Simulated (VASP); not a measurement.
# Al3N2 (R-3m) in VASP: notebook

Runs on Al3N2. Level: PBE. Tasks: single point, relaxation of cell and atoms.

Program: VASP 6.6.1. These are calculated values, not measurements. Logs are shortened: lines on timing, memory, paths and dates and some standing lists are left out, and cuts for length are marked.

**1. The cell of the first run**

Symmetry: R-3m, No. 166, trigonal system. The conventional cell has a = 2.913 Å, b = 2.913 Å, c = 20.469 Å, α = 90.00°, β = 90.00°, γ = 120.00°. Within 2.7 Å of Al (site symmetry -3m) lie 6 N at 2.05 Å. Within 2.7 Å of Al (site symmetry 3m) lie 3 N at 2.06 Å and 3 Al at 2.69 Å. Within 2.7 Å of N (site symmetry 3m) lie 6 Al at 2.05 to 2.06 Å.

**2. Single point, PBE**

INCAR reads:

```
  ALGO = Normal
  EDIFF = 1E-6
  ENCUT = 520
  GGA = PE
  ISIF = 2
  ISMEAR = 0
  LASPH = T
  LCHARG = F
  LREAL = F
  LWAVE = F
  NBANDS = 18
  NELM = 60
  PREC = Accurate
  SIGMA = 0.1
```

KPOINTS reads:

```
k-points
0
Gamma
  6 6 6
```

POSCAR reads:

```
Al3N2
1.0
    1.4562802199      0.8407837769      6.8231505360
   -1.4562802199      0.8407837769      6.8231505360
    0.0000000000     -1.6815675539      6.8231505360
Al N
3 2
Direct
    0.0000000000      0.0000000000      0.0000000000
    0.2179225868      0.2179225868      0.2179225868
    0.7820774132      0.7820774132      0.7820774132
    0.3904631386      0.3904631386      0.3904631386
    0.6095368614      0.6095368614      0.6095368614
```

Potentials or basis: VASP PAW PBE potentials, release 64 (Al, N).

Launch:

```
> cat potpaw_PBE.64/Al/POTCAR potpaw_PBE.64/N/POTCAR > POTCAR
> mpirun -np 1 vasp_std > vasp.out
```

OUTCAR:

```text
EDIFF = 1E-6
   ENCUT = 520
   GGA = PE
   ISIF = 2
   ISMEAR = 0
   LASPH = T
   LREAL = F
   NELM = 60
   PREC = Accurate

 ion  position               nearest neighbor table
   1  0.000  0.000  0.000-   5 2.05   4 2.05   5 2.05   5 2.05   4 2.05   4 2.05   2 2.90   3 2.90
                             2 2.90   3 2.90   2 2.90   3 2.90
   2  0.218  0.218  0.218-   5 2.06   5 2.06   5 2.06   3 2.69   3 2.69   3 2.69   1 2.90   1 2.90
                             1 2.90
   3  0.782  0.782  0.782-   4 2.06   4 2.06   4 2.06   2 2.69   2 2.69   2 2.69   1 2.90   1 2.90
                             1 2.90
   4  0.390  0.390  0.390-   1 2.05   1 2.05   1 2.05   3 2.06   3 2.06   3 2.06
   5  0.610  0.610  0.610-   1 2.05   1 2.05   1 2.05   2 2.06   2 2.06   2 2.06

  LATTYP: Found a trigonal (rhomboedric) cell.
 ALAT       =     7.0273076406
 COS(alpha) =     0.9141101263

  Lattice vectors:

 A1 = (   1.4562802199,   0.8407837769,   6.8231505360)
 A2 = (  -1.4562802199,   0.8407837769,   6.8231505360)
 A3 = (   0.0000000000,  -1.6815675539,   6.8231505360)

Analysis of symmetry for initial positions (statically):
=====================================================================
 Subroutine PRICEL returns:
 Original cell was already a primitive cell.

 Routine SETGRP: Setting up the symmetry group for a
 trigonal (rhombohedral) supercell.

 Subroutine GETGRP returns: Found 12 space group operations
 (whereof 12 operations were pure point group operations)
 out of a pool of 12 trial point group operations.

The static configuration has the point symmetry D_3d.

Analysis of symmetry for dynamics (positions and initial velocities):
=====================================================================
 Subroutine PRICEL returns:
 Original cell was already a primitive cell.

 Routine SETGRP: Setting up the symmetry group for a
 trigonal (rhombohedral) supercell.

 Subroutine GETGRP returns: Found 12 space group operations
 (whereof 12 operations were pure point group operations)
 out of a pool of 12 trial point group operations.

The dynamic configuration has the point symmetry D_3d.

 Subroutine INISYM returns: Found 12 space group operations
 (whereof 12 operations are pure point group operations),
 and found     1 'primitive' translations

----------------------------------------------------------------------------------------

                                     Primitive cell

  volume of cell :      50.1263

  direct lattice vectors                    reciprocal lattice vectors
     1.456280220  0.840783777  6.823150536     0.343340515  0.198227738  0.048853287
    -1.456280220  0.840783777  6.823150536    -0.343340515  0.198227738  0.048853287
     0.000000000 -1.681567554  6.823150536     0.000000000 -0.396455477  0.048853287

  length of vectors
     7.027307641  7.027307641  7.027307641     0.399454114  0.399454114  0.399454114

  position of ions in fractional coordinates (direct lattice)
     0.000000000  0.000000000  0.000000000
     0.217922587  0.217922587  0.217922587
     0.782077413  0.782077413  0.782077413
     0.390463139  0.390463139  0.390463139
     0.609536861  0.609536861  0.609536861

  ion indices of the primitive-cell ions
   primitive index   ion index
                 1           1
                 2           2
                 3           3
                 4           4
                 5           5

----------------------------------------------------------------------------------------

 KPOINTS: k-points

Automatic generation of k-mesh.
 Grid dimensions read from file:
 generate k-points for:    6    6    6

 Generating k-lattice:

  Cartesian coordinates                     Fractional coordinates (reciprocal lattice)
     0.057223419  0.033037956  0.008142215     0.166666667  0.000000000  0.000000000
    -0.057223419  0.033037956  0.008142215     0.000000000  0.166666667  0.000000000
     0.000000000 -0.066075913  0.008142215     0.000000000  0.000000000  0.166666667

  Length of vectors
     0.066575686  0.066575686  0.066575686

  Shift w.r.t. Gamma in fractional coordinates (k-lattice)
     0.000000000  0.000000000  0.000000000

 Subroutine IBZKPT returns following result:
 ===========================================

 Found     32 irreducible k-points:

 Following reciprocal coordinates:
            Coordinates               Weight
  0.000000  0.000000  0.000000      1.000000
  0.166667  0.000000  0.000000      6.000000
  0.333333 -0.000000 -0.000000      6.000000
  0.500000  0.000000  0.000000      3.000000
  0.166667  0.166667  0.000000      6.000000
  0.333333  0.166667  0.000000     12.000000
[... 16 lines left out ...]
  0.500000  0.500000  0.166667      6.000000
 -0.333333  0.500000  0.166667     12.000000
 [... further k-points ...]
   k-points           NKPTS =     32   k-points in BZ     NKDIM =     32   number of bands    NBANDS=     18
   number of dos      NEDOS =    301   number of ions     NIONS =      5
   total plane-waves  NPLWV = 157464
   dimension x,y,z NGX =    54 NGY =   54 NGZ =   54
   dimension x,y,z NGXF=   108 NGYF=  108 NGZF=  108
   ions per type =               3   2
   NGX,Y,Z   is equivalent  to a cutoff of  12.77, 12.77, 12.77 a.u.
   NGXF,Y,Z  is equivalent  to a cutoff of  25.55, 25.55, 25.55 a.u.
 SYSTEM =  unknown system
   PREC   = accura    normal or accurate (medium, high low for compatibility)
   ISTART =      0    job   : 0-new  1-cont  2-samecut
   ICHARG =      2    charge: 1-file 2-atom 10-const
   ISPIN  =      1    spin polarized calculation?
   LNONCOLLINEAR =      F non collinear calculations
   LSORBIT =      F    spin-orbit coupling
   LASPH  =      T    aspherical Exc in radial PAW
   ENCUT  =  520.0 eV  38.22 Ry    6.18 a.u.  13.07 13.07 13.07*2*pi/ulx,y,z
   NELM   =     60;   NELMIN=  2; NELMDL= -5     # of ELM steps
   EDIFF  = 0.1E-05   stopping-criterion for ELM
   LREAL  =      F    real-space projection
   EDIFFG = 0.1E-04   stopping-criterion for IOM
   NSW    =      0    number of steps for IOM
   IBRION =     -1    ionic relax: 0-MD 1-quasi-New 2-CG
   NFREE  =      0    steps in history (QN), initial steepest desc. (CG)
   ISIF   =      2    stress and relaxation
   ISYM   =      2    0-nonsym 1-usesym 2-fastsym
   POTIM  = 0.5000    time-step for ionic-motion
   TEBEG  =    0.0;   TEEND  =   0.0 temperature during run
   PSTRESS=    0.0 pullay stress
   NELECT =      19.0000    total number of electrons
   NUPDOWN=      -1.0000    fix difference up-down
   EMIN   =  10.00;   EMAX   =-10.00  energy-range for DOS
   EFERMI =   0.00;   METHOD = LEGACY
   ISMEAR =     0;   SIGMA  =   0.10  broadening in eV -4-tet -1-fermi 0-gaus
   EFERMI_NEDOS =   21; number of points for ismear=-14 and -15
   IALGO  =     38    algorithm
   IMIX   =      4    mixing-type and parameters
     AMIX     =   0.40;   BMIX     =  1.00
     AMIX_MAG =   1.60;   BMIX_MAG =  1.00
  volume/ion in A,a.u.               =      10.03        67.65
  Fermi-wavevector in a.u.,A,eV,Ry     =   1.184780  2.238909 19.098532  1.403703
  Thomas-Fermi vector in A             =   2.320987
   LORBIT       =      0    0 simple, 1 ext, 2 COOP (PROOUT), +10 PAW based schemes
   GGA     = PE    functional components
   LHFCALC =     F    Hartree Fock is set to
   AEXX    =    0.0000 exact exchange contribution
   IVDW    =     0    specifies the selected vdW correction
   LEPSILON=     F    determine dielectric tensor
   LRPA    =     F    only Hartree local field effects (RPA)
 non-spin polarized calculation
 Gauss-broadening in eV      SIGMA  =   0.10
  energy-cutoff  :      520.00
  volume of cell :       50.13
 maximum number of plane-waves:      1394
 NGX is ok and might be reduce to    54
   NGX = 27   NGY = 27   NGZ = 27

 number of electron      18.9999998 magnetization

 Free energy of the ion-electron system (eV)
  ---------------------------------------------------
  ext. energy  EPLUGINS =         0.00000000
  ---------------------------------------------------
  free energy    TOTEN  =       -32.04195877 eV

  energy without entropy =      -32.03891591  energy(sigma->0) =      -32.04043734

 E-fermi :  11.1721     XC(G=0): -11.5629

 val. band max:       11.1422295853   @ k =  -0.1667   0.1667   0.1667
 cond. band min:      11.2066954685   @ k =   0.3333   0.3333  -0.0000
 fundamental gap:      0.0644658832
 Fermi energy:        11.1721392483

 k-point     1 :       0.0000    0.0000    0.0000
  band No.  band energies     occupation
      1      -8.2110      2.00000
      2      -6.5930      2.00000
      3      -0.1030      2.00000
      4       4.9936      2.00000
      5       5.2181      2.00000
      6       7.5640      2.00000
[... 10 lines left out ...]
     17      19.9378      0.00000
     18      22.1901      0.00000

 k-point     2 :       0.1667    0.0000    0.0000
  band No.  band energies     occupation
      1      -7.7543      2.00000
      2      -6.2321      2.00000
      3       0.4920      2.00000
      4       4.5711      2.00000
      5       5.3385      2.00000
      6       6.1211      2.00000
[... 10 lines left out ...]
     17      20.6441      0.00000
     18      20.7836      0.00000

 k-point     3 :       0.3333   -0.0000   -0.0000
  band No.  band energies     occupation
      1      -6.5421      2.00000
      2      -5.3840      2.00000
      3       1.9285      2.00000
      4       2.4396      2.00000
      5       3.2998      2.00000
      6       5.9053      2.00000
[... 10 lines left out ...]
     17      19.1458      0.00000
     18      20.6332      0.00000

 k-point     4 :       0.5000    0.0000    0.0000
  band No.  band energies     occupation
      1      -5.5104      2.00000
      2      -5.0012      2.00000
      3       0.8936      2.00000
      4       1.6767      2.00000
      5       4.2292      2.00000
      6       5.4750      2.00000
[... 375 lines left out ...]
      4       2.1959      2.00000
      5       3.4916      2.00000
      6       4.6965      2.00000
[... 10 lines left out ...]
     17      19.6299      0.00000
     18      20.5952      0.00000

 k-point    23 :       0.5000    0.5000    0.1667
  band No.  band energies     occupation
      1      -6.5077      2.00000
      2      -5.4436      2.00000
      3       2.0177      2.00000
      4       2.7907      2.00000
      5       3.2871      2.00000
      6       4.7986      2.00000
[... 10 lines left out ...]
     17      20.0899      0.00000
     18      20.3681      0.00000

 k-point    24 :      -0.3333    0.5000    0.1667
  band No.  band energies     occupation
      1      -5.6173      2.00000
      2      -4.9808      2.00000
      3       1.6049      2.00000
      4       2.1618      2.00000
      5       4.0539      2.00000
      6       4.8085      2.00000
[... 10 lines left out ...]
     17      19.7666      0.00000
     18      19.9644      0.00000

 [... further k-points ...]
[... 5 lines left out ...]
  --------------------------------------------------------------------------------------
  -------------------------------------------------------------------------------------
  Total       -0.0668138     -0.0668138     -0.0580682      0.0000000      0.0000000      0.0000000
  in kB       -2.1355560     -2.1355560     -1.8560244      0.0000000      0.0000000      0.0000000
  external PRESSURE =      -2.0423788 kB  Pullay stress =       0.0000000 kB

 VOLUME and BASIS-vectors are now :
 -----------------------------------------------------------------------------
  energy-cutoff  :      520.00
  volume of cell :       50.13
      direct lattice vectors                 reciprocal lattice vectors
     1.456280220  0.840783777  6.823150536     0.343340515  0.198227738  0.048853287
    -1.456280220  0.840783777  6.823150536    -0.343340515  0.198227738  0.048853287
     0.000000000 -1.681567554  6.823150536     0.000000000 -0.396455477  0.048853287

 POSITION                                       TOTAL-FORCE (eV/Angst)
 -----------------------------------------------------------------------------------
      0.00000      0.00000      0.00000         0.000000      0.000000     -0.000000
      0.00000     -0.00000      4.46076        -0.000000     -0.000000      0.015295
      0.00000     -0.00000     16.00870        -0.000000      0.000000     -0.015295
      0.00000     -0.00000      7.99257        -0.000000     -0.000000      0.012777
      0.00000     -0.00000     12.47689        -0.000000      0.000000     -0.012777
 -----------------------------------------------------------------------------------
    total drift:                                0.000000      0.000000      0.000000

  FREE ENERGIE OF THE ION-ELECTRON SYSTEM (eV)
  ---------------------------------------------------
  free  energy   TOTEN  =       -32.0419587660 eV

  energy  without entropy=      -32.0389159051  energy(sigma->0) =      -32.04043734
```

It took 3.5 min on 1 thread of Intel Xeon 8259CL, shared host; peak memory 0.36 GiB.

Results:

```yaml
Free_energy: -32.0420 eV
Pressure: -0.2 GPa
Largest_force: 0.015 eV/Å
Band_gap_on_the_k_mesh: zero (an odd number of electrons rules out a gap without spin polarisation)
```

Forces on the atoms (eV/Å):
```
Al   0.000  0.000  0.000
Al   0.000  0.000  0.015
Al   0.000  0.000 -0.015
N    0.000  0.000  0.013
N    0.000  0.000 -0.013
```

Levels at points of the mesh, in eV from the Fermi level:
```tsv
k point	band 5	band 6	band 7	band 8	band 9	band 10	band 11	band 12	band 13	band 14
(0.00, 0.00, 0.00)	-5.95	-3.61	-3.61	-3.10	-3.10	2.45	3.24	4.03	8.39	8.39
(0.50, 0.00, 0.00)	-6.94	-5.70	-5.15	-4.29	-3.74	-2.15	2.52	2.88	4.60	5.11
(0.50, 0.50, 0.00)	-6.46	-6.36	-5.17	-4.26	-3.68	-1.35	1.44	2.59	3.04	5.46
(0.50, 0.50, 0.50)	-3.62	-3.62	-3.08	-3.08	-3.05	0.63	3.24	5.35	7.95	7.95
```

Caveat: the k points lie up to 0.42 Å⁻¹ apart, too coarse for converged energies and pressures of a metal.

(Part 1 of 2 ends here.)

The gap in the log of VASP goes by the Fermi energy; the results here count the filled bands.